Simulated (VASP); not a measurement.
# TiO2 (Fd-3m) in VASP: a series of runs, part 2 of 2

VASP 6.6.1.

## (5) Single point, PBE, collinear spin, ferromagnetic start

This run uses another cell than the first one, of 35.60 Å³/atom, 1.445 times its volume.

INCAR reads:

```
SYSTEM = TiO2
PREC = Accurate ; ENCUT = 520
EDIFF = 1E-6 ; ISMEAR = 0
SIGMA = 0.1 ; LREAL = .False.
LASPH = .True. ; NELM = 150
ALGO = Normal ; ISIF = 2
LWAVE = .False. ; LCHARG = .False.
ISPIN = 2 ; MAGMOM = 1 1 0 0 0 0
LORBIT = 11 ; LMAXMIX = 4
GGA = PE ; NBANDS = 37
```

KPOINTS reads:

```
regular mesh
0
Gamma
  4 4 4
  0 0 0
```

POSCAR reads:

```
TiO2
1.0
    0.0000000000      4.7447204700      4.7447204700
    4.7447204700      0.0000000000      4.7447204700
    4.7447204700      4.7447204700      0.0000000000
Ti O
2 4
Direct
    0.2500000000      0.2500000000      0.2500000000
    0.0000000000      0.0000000000      0.0000000000
    0.1250000000      0.1250000000      0.1250000000
    0.1250000000      0.1250000000      0.6250000000
    0.1250000000      0.6250000000      0.1250000000
    0.6250000000      0.1250000000      0.1250000000
```

Potentials or basis: VASP PAW PBE potentials, release 64 (Ti_sv, O).

On the command line:

```console
$ cat potpaw_PBE.64/Ti_sv/POTCAR potpaw_PBE.64/O/POTCAR > POTCAR
$ mpirun -np 1 vasp_std > vasp.out
```

OUTCAR:

```text
SYSTEM = TiO2
   PREC = Accurate
   ENCUT = 520
   EDIFF = 1E-6
   ISMEAR = 0
   LREAL = .False.
   LASPH = .True.
   NELM = 150
   ISIF = 2
   ISPIN = 2
   LORBIT = 11
   GGA = PE

 ion  position               nearest neighbor table
   1  0.250  0.250  0.250-   3 2.05   4 2.05   5 2.05   6 2.05
   2  0.000  0.000  0.000-   3 2.05   4 2.05   5 2.05   6 2.05
   3  0.125  0.125  0.125-   1 2.05   2 2.05
   4  0.125  0.125  0.625-   1 2.05   2 2.05
   5  0.125  0.625  0.125-   1 2.05   2 2.05
   6  0.625  0.125  0.125-   1 2.05   2 2.05

  LATTYP: Found a face centered cubic cell.
 ALAT       =     9.4894409400

  Lattice vectors:

 A1 = (   0.0000000000,   4.7447204700,   4.7447204700)
 A2 = (   4.7447204700,   0.0000000000,   4.7447204700)
 A3 = (   4.7447204700,   4.7447204700,   0.0000000000)

Analysis of symmetry for initial positions (statically):
=====================================================================
 Subroutine PRICEL returns:
 Original cell was already a primitive cell.

 Routine SETGRP: Setting up the symmetry group for a
 face centered cubic supercell.

 Subroutine GETGRP returns: Found 48 space group operations
 (whereof 24 operations were pure point group operations)
 out of a pool of 48 trial point group operations.

The static configuration has the point symmetry T_d .
 The point group associated with its full space group is O_h .

Analysis of symmetry for dynamics (positions and initial velocities):
=====================================================================
 Subroutine PRICEL returns:
 Original cell was already a primitive cell.

 Routine SETGRP: Setting up the symmetry group for a
 face centered cubic supercell.

 Subroutine GETGRP returns: Found 48 space group operations
 (whereof 24 operations were pure point group operations)
 out of a pool of 48 trial point group operations.

The dynamic configuration has the point symmetry T_d .
 The point group associated with its full space group is O_h .

[... 164 lines left out ...]
 k-point     1 :       0.0000    0.0000    0.0000
  band No.  band energies     occupation
      1     -60.8209      1.00000
      2     -60.8197      1.00000
      3     -36.9773      1.00000
      4     -36.9773      1.00000
      5     -36.9773      1.00000
      6     -36.9590      1.00000
[... 301 lines left out ...]
     35       3.6814      0.00000
     36       3.6814      0.00000
 Fermi energy:        -3.2267201645

 spin component 2

 k-point     1 :       0.0000    0.0000    0.0000
  band No.  band energies     occupation
      1     -60.8208      1.00000
      2     -60.8197      1.00000
      3     -36.9771      1.00000
      4     -36.9771      1.00000
      5     -36.9771      1.00000
      6     -36.9588      1.00000
[... 301 lines left out ...]
     35       3.6814      0.00000
     36       3.6815      0.00000
 [bands above 36 left out]

------------------------ aborting loop because EDIFF is reached ----------------------------------------

  FORCE on cell =-STRESS in cart. coord.  units (eV):
  Direction    XX          YY          ZZ          XY          YZ          ZX
  --------------------------------------------------------------------------------------
  -------------------------------------------------------------------------------------
  Total      -20.4338847    -20.4338847    -20.4338847      0.0000000     -0.0000000     -0.0000000
  in kB     -153.2496994   -153.2496994   -153.2496994      0.0000000     -0.0000000     -0.0000000
  external PRESSURE =    -153.2496994 kB  Pullay stress =       0.0000000 kB

 VOLUME and BASIS-vectors are now :
 -----------------------------------------------------------------------------
  energy-cutoff  :      520.00
  volume of cell :      213.63
      direct lattice vectors                 reciprocal lattice vectors
     0.000000000  4.744720470  4.744720470    -0.105380286  0.105380286  0.105380286
     4.744720470  0.000000000  4.744720470     0.105380286 -0.105380286  0.105380286
     4.744720470  4.744720470  0.000000000     0.105380286  0.105380286 -0.105380286

 POSITION                                       TOTAL-FORCE (eV/Angst)
 -----------------------------------------------------------------------------------
      2.37236      2.37236      2.37236         0.000000      0.000000      0.000000
      0.00000      0.00000      0.00000        -0.000000     -0.000000     -0.000000
      1.18618      1.18618      1.18618         0.000000      0.000000      0.000000
      3.55854      3.55854      1.18618         0.000000      0.000000      0.000000
      3.55854      1.18618      3.55854         0.000000      0.000000      0.000000
      1.18618      3.55854      3.55854         0.000000      0.000000      0.000000
 -----------------------------------------------------------------------------------
    total drift:                                0.000000      0.000000      0.000000

  FREE ENERGIE OF THE ION-ELECTRON SYSTEM (eV)
  ---------------------------------------------------
  free  energy   TOTEN  =       -49.4490615537 eV

  energy  without entropy=      -49.4490615537  energy(sigma->0) =      -49.44906155

 total charge

# of ion       s       p       d       tot
------------------------------------------
    1        2.153   6.113   1.593   9.859
    2        2.153   6.113   1.593   9.859
    3        1.563   3.326   0.000   4.889
    4        1.563   3.326   0.000   4.889
    5        1.563   3.326   0.000   4.889
    6        1.563   3.326   0.000   4.889
--------------------------------------------------
tot         10.560  25.529   3.185  39.274

 magnetization (x)

# of ion       s       p       d       tot
------------------------------------------
    1       -0.000   0.000   0.000   0.000
    2       -0.000   0.000   0.000   0.000
    3       -0.000  -0.000   0.000  -0.000
    4       -0.000  -0.000   0.000  -0.000
    5       -0.000  -0.000   0.000  -0.000
    6       -0.000  -0.000   0.000  -0.000
--------------------------------------------------
tot         -0.000  -0.000   0.000   0.000
```

stdout:

```text
POSCAR found type information on POSCAR TiO
 POSCAR found :  2 types and       6 ions
 scaLAPACK will be used
 LDA part: xc-table for (Slater+PW92), standard interpolation
 POSCAR, INCAR and KPOINTS ok, starting setup
 FFT: planning ... GRIDC
 FFT: planning ... GRID_SOFT
 FFT: planning ... GRID
 WAVECAR not read
 entering main loop
```

Run time: 2.2 min. Hardware: 1 thread of AMD EPYC 9R45 (Zen 5), shared host; peak memory 0.43 GiB.

Results:

| Quantity | Value |
| --- | --- |
| Free energy | -49.4491 eV |
| Pressure | -15.3 GPa |
| Band gap on the k mesh | 1.88 eV, indirect (the least direct gap lies 1.2 meV higher) |
| Net moment | 0.00 μB per cell |
| Valence electrons inside the program's atomic spheres | Ti 9.86; O 4.89 |

A k mesh can miss the band edges. As with any semilocal functional, this PBE gap is likely too small.

## (6) Relaxation of cell and atoms, PBE

INCAR reads:

```
SYSTEM = TiO2
  PREC = Accurate
  ENCUT = 600
  EDIFF = 1E-6
  ISMEAR = 0
  SIGMA = 0.01
  LREAL = .FALSE.
  LASPH = .TRUE.
  NELM = 60
  ALGO = Normal
  ISIF = 3
  LWAVE = .FALSE.
  LCHARG = .FALSE.
  GGA = PE
  IBRION = 2
  NSW = 80
  EDIFFG = -0.001
```

KPOINTS reads:

```
Automatic mesh
0
G
  6 6 6
  0 0 0
```

POSCAR reads:

```
TiO2
1.0
    0.0000000000      4.1972219452      4.1972219452
    4.1972219452      0.0000000000      4.1972219452
    4.1972219452      4.1972219452      0.0000000000
Ti O
2 4
Direct
    0.7500000000      0.7500000000      0.7500000000
    0.5000000000      0.5000000000      0.5000000000
    0.6250000000      0.6250000000      0.6250000000
    0.6250000000      0.6250000000      0.1250000000
    0.6250000000      0.1250000000      0.6250000000
    0.1250000000      0.6250000000      0.6250000000
```

Potentials or basis: VASP PAW PBE potentials, release 64 (Ti_sv, O).

On the command line:

```console
$ cat potpaw_PBE.64/Ti_sv/POTCAR potpaw_PBE.64/O/POTCAR > POTCAR
$ mpirun -np 1 vasp_std > vasp.out
```

OUTCAR:

```text
SYSTEM = TiO2
   PREC = Accurate
   ENCUT = 600
   EDIFF = 1E-6
   ISMEAR = 0
   LREAL = .FALSE.
   LASPH = .TRUE.
   NELM = 60
   ISIF = 3
   GGA = PE
   IBRION = 2
   NSW = 80
   EDIFFG = -0.001

 ion  position               nearest neighbor table
   1  0.750  0.750  0.750-   3 1.82   4 1.82   5 1.82   6 1.82
   2  0.500  0.500  0.500-   3 1.82   4 1.82   5 1.82   6 1.82
   3  0.625  0.625  0.625-   1 1.82   2 1.82
   4  0.625  0.625  0.125-   1 1.82   2 1.82
   5  0.625  0.125  0.625-   1 1.82   2 1.82
   6  0.125  0.625  0.625-   1 1.82   2 1.82

  LATTYP: Found a face centered cubic cell.
 ALAT       =     8.3944438904

  Lattice vectors:

 A1 = (   0.0000000000,   4.1972219452,   4.1972219452)
 A2 = (   4.1972219452,   0.0000000000,   4.1972219452)
 A3 = (   4.1972219452,   4.1972219452,   0.0000000000)

Analysis of symmetry for initial positions (statically):
=====================================================================
 Subroutine PRICEL returns:
 Original cell was already a primitive cell.

 Routine SETGRP: Setting up the symmetry group for a
 face centered cubic supercell.

 Subroutine GETGRP returns: Found 48 space group operations
 (whereof 24 operations were pure point group operations)
 out of a pool of 48 trial point group operations.

The static configuration has the point symmetry T_d .
 The point group associated with its full space group is O_h .

Analysis of symmetry for dynamics (positions and initial velocities):
=====================================================================
 Subroutine PRICEL returns:
 Original cell was already a primitive cell.

 Routine SETGRP: Setting up the symmetry group for a
 face centered cubic supercell.

 Subroutine GETGRP returns: Found 48 space group operations
 (whereof 24 operations were pure point group operations)
 out of a pool of 48 trial point group operations.

The dynamic configuration has the point symmetry T_d .
 The point group associated with its full space group is O_h .

[... 104 lines left out ...]
   ISYM   =      2    0-nonsym 1-usesym 2-fastsym
   POTIM  = 0.5000    time-step for ionic-motion
   TEBEG  =    0.0;   TEEND  =   0.0 temperature during run
   PSTRESS=    0.0 pullay stress
   NELECT =      48.0000    total number of electrons
   NUPDOWN=      -1.0000    fix difference up-down
   EMIN   =  10.00;   EMAX   =-10.00  energy-range for DOS
   EFERMI =   0.00;   METHOD = LEGACY
   ISMEAR =     0;   SIGMA  =   0.01  broadening in eV -4-tet -1-fermi 0-gaus
   EFERMI_NEDOS =   21; number of points for ismear=-14 and -15
   IALGO  =     38    algorithm
   IMIX   =      4    mixing-type and parameters
     AMIX     =   0.40;   BMIX     =  1.00
     AMIX_MAG =   1.60;   BMIX_MAG =  1.00
  volume/ion in A,a.u.               =      24.65       166.33
  Fermi-wavevector in a.u.,A,eV,Ry     =   1.125080  2.126092 17.222315  1.265804
  Thomas-Fermi vector in A             =   2.261755
   LORBIT       =      0    0 simple, 1 ext, 2 COOP (PROOUT), +10 PAW based schemes
   GGA     = PE    functional components
   LHFCALC =     F    Hartree Fock is set to
   AEXX    =    0.0000 exact exchange contribution
   IVDW    =     0    specifies the selected vdW correction
   LEPSILON=     F    determine dielectric tensor
   LRPA    =     F    only Hartree local field effects (RPA)
 conjugate gradient relaxation of ions
 non-spin polarized calculation
 Gauss-broadening in eV      SIGMA  =   0.01
  energy-cutoff  :      600.00
  volume of cell :      147.88
 maximum number of plane-waves:      4960
   NGX = 23   NGY = 23   NGZ = 23

--------------------------------------- Ionic step        1  -------------------------------------------

 number of electron      48.0000010 magnetization

 Free energy of the ion-electron system (eV)
  ---------------------------------------------------
  ext. energy  EPLUGINS =         0.00000000
  ---------------------------------------------------
  free energy    TOTEN  =       -53.72214897 eV

  energy without entropy =      -53.72214897  energy(sigma->0) =      -53.72214897

------------------------ aborting loop because EDIFF is reached ----------------------------------------

  FORCE on cell =-STRESS in cart. coord.  units (eV):
  Direction    XX          YY          ZZ          XY          YZ          ZX
  --------------------------------------------------------------------------------------
  -------------------------------------------------------------------------------------
  Total        0.1772216      0.1772216      0.1772216      0.0000000      0.0000000      0.0000000
  in kB        1.9200455      1.9200455      1.9200455      0.0000000      0.0000000      0.0000000
  external PRESSURE =       1.9200455 kB  Pullay stress =       0.0000000 kB
[... 67 lines left out ...]
--------------------------------------- Ionic step        3  -------------------------------------------

 number of electron      48.0000011 magnetization

 Free energy of the ion-electron system (eV)
  ---------------------------------------------------
  ext. energy  EPLUGINS =         0.00000000
  ---------------------------------------------------
  free energy    TOTEN  =       -53.72233711 eV

  energy without entropy =      -53.72233711  energy(sigma->0) =      -53.72233711

 E-fermi :  -2.4169     XC(G=0):  -6.5053

 val. band max:       -2.5173810783   @ k =   0.5000   0.0000   0.0000
 cond. band min:       0.7192923321   @ k =   0.0000   0.0000   0.0000
 fundamental gap:      3.2366734104
 Fermi energy:        -2.4169279045

 k-point     1 :       0.0000    0.0000    0.0000
  band No.  band energies     occupation
      1     -57.9992      2.00000
      2     -57.9906      2.00000
      3     -34.3909      2.00000
      4     -34.3909      2.00000
      5     -34.3909      2.00000
      6     -34.2900      2.00000
[... 518 lines left out ...]
  FREE ENERGIE OF THE ION-ELECTRON SYSTEM (eV)
  ---------------------------------------------------
  free  energy   TOTEN  =       -53.7223371053 eV

  energy  without entropy=      -53.7223371053  energy(sigma->0) =      -53.72233711

 reached required accuracy - stopping structural energy minimisation
```

OSZICAR:

```text
N       E                     dE             d eps       ncg     rms          rms(c)
DAV:   1     0.684628540803E+03    0.68463E+03   -0.26117E+04   904   0.188E+03
DAV:   2     0.327431227662E+02   -0.65189E+03   -0.63957E+03  1144   0.522E+02
DAV:   3    -0.631304689050E+02   -0.95874E+02   -0.95495E+02  1340   0.204E+02
[... 28 lines left out ...]
DAV:   5    -0.537223108911E+02   -0.41099E-05   -0.13624E-05  1072   0.253E-02    0.178E-02
DAV:   6    -0.537223289645E+02   -0.18073E-04   -0.31093E-05  1136   0.286E-02    0.898E-03
DAV:   7    -0.537223358409E+02   -0.68765E-05   -0.14132E-05  1272   0.159E-02    0.394E-03
DAV:   8    -0.537223369879E+02   -0.11470E-05   -0.17709E-06   720   0.125E-02    0.222E-03
DAV:   9    -0.537223371053E+02   -0.11738E-06   -0.37928E-07   568   0.579E-03
   3 F= -.53722337E+02 E0= -.53722337E+02  d E =-.188139E-03
```

CONTCAR:

```text
TiO2
   1.00000000000000
     0.0000000000000000    4.2001310428594918    4.2001310428594918
     4.2001310428594918    0.0000000000000000    4.2001310428594918
     4.2001310428594918    4.2001310428594918   -0.0000000000000000
  Ti              O
     2     4
Direct
     0.7500000000000000    0.7500000000000000    0.7500000000000000
     0.5000000000000000    0.5000000000000000    0.5000000000000000
     0.6250000000000000    0.6250000000000000    0.6250000000000000
     0.6250000000000000    0.6250000000000000    0.1250000000000000
     0.6250000000000000    0.1250000000000000    0.6250000000000000
     0.1250000000000000    0.6250000000000000    0.6250000000000000

  0.00000000E+00  0.00000000E+00  0.00000000E+00
  0.00000000E+00  0.00000000E+00  0.00000000E+00
  0.00000000E+00  0.00000000E+00  0.00000000E+00
  0.00000000E+00  0.00000000E+00  0.00000000E+00
  0.00000000E+00  0.00000000E+00  0.00000000E+00
  0.00000000E+00  0.00000000E+00  0.00000000E+00
```

Wall time 2.5 min (1 thread of AMD EPYC 9R45 (Zen 5), shared host); peak memory 0.33 GiB.

Results:

```
Free energy                            : -53.7223 eV
Relaxed volume                         : 24.70 Å³/atom
Relaxed cell                           : a = 5.940 Å, b = 5.940 Å, c = 5.940 Å, α = 60.00°, β = 60.00°, γ = 60.00°
Space group after relaxing (to 0.05 Å) : Fd-3m (No. 227)
Energy gained by relaxing              : 0.0 meV/atom
Ionic steps                            : 3
Pressure after relaxing                : 0.0 GPa
Band gap on the k mesh                 : 3.24 eV, indirect (the least direct gap lies 2.8 meV higher)
```

Step by step:
```
step  energy change (eV)  largest force (eV/Å)  pressure (GPa)  volume (Å³)
   1              0.0000                0.0000            0.19       147.88
   2              0.0000                0.0000           -0.18       148.52
   3             -0.0002                0.0000            0.00       148.19
```

Final structure:
```
Ti O
1.0
     0.00000    4.20013    4.20013
     4.20013    0.00000    4.20013
     4.20013    4.20013    0.00000
Ti O
2 4
Cartesian
  6.3002 6.3002 6.3002
  4.2001 4.2001 4.2001
  5.2502 5.2502 5.2502
  3.1501 3.1501 5.2502
  3.1501 5.2502 3.1501
  5.2502 3.1501 3.1501
```

A k mesh can miss the band edges. As with any semilocal functional, this PBE gap is likely too small.

## (7) Overview

| task | level | spin | cell | k mesh | cutoff (eV) | smearing | gap on the mesh (eV) | pressure (GPa) | moment (μB) |
| --- | --- | --- | --- | --- | --- | --- | --- | --- | --- |
| single point | PBE | off | a = 5.936 Å, angles 60.0°, 6 atoms | 6 × 6 × 6 | 520 | gaussian 0.01 eV | 3.24 | 0.3 | - |
| single point | r2SCAN | off | a = 5.936 Å, angles 60.0°, 6 atoms | 6 × 6 × 6 | 520 | gaussian 0.02 eV | 3.70 | -1.2 | - |
| single point | PBE | collinear, ferromagnetic start | a = 5.941 Å, angles 60.0°, 6 atoms | 4 × 4 × 4 | 520 | gaussian 0.1 eV | 3.23 | 0.0 | 0.00 |
| single point | PBE | collinear, ferromagnetic start | a = 6.710 Å, angles 60.0°, 6 atoms | 4 × 4 × 4 | 520 | gaussian 0.1 eV | 1.88 | -15.3 | 0.00 |
| relaxation of cell and atoms | PBE | off | relaxed from a = 5.936 Å, angles 60.0°, 6 atoms | 6 × 6 × 6 | 600 | gaussian 0.01 eV | 3.24 | 0.0 | - |

Alike in all rows: potentials or basis VASP PAW PBE potentials, release 64 (Ti_sv, O).

Caveats: the PAW data sets were made with another functional, which shifts forces and pressure a little (some runs).

Total energies depend on the potentials used, so only differences within one code and one set of settings carry meaning.
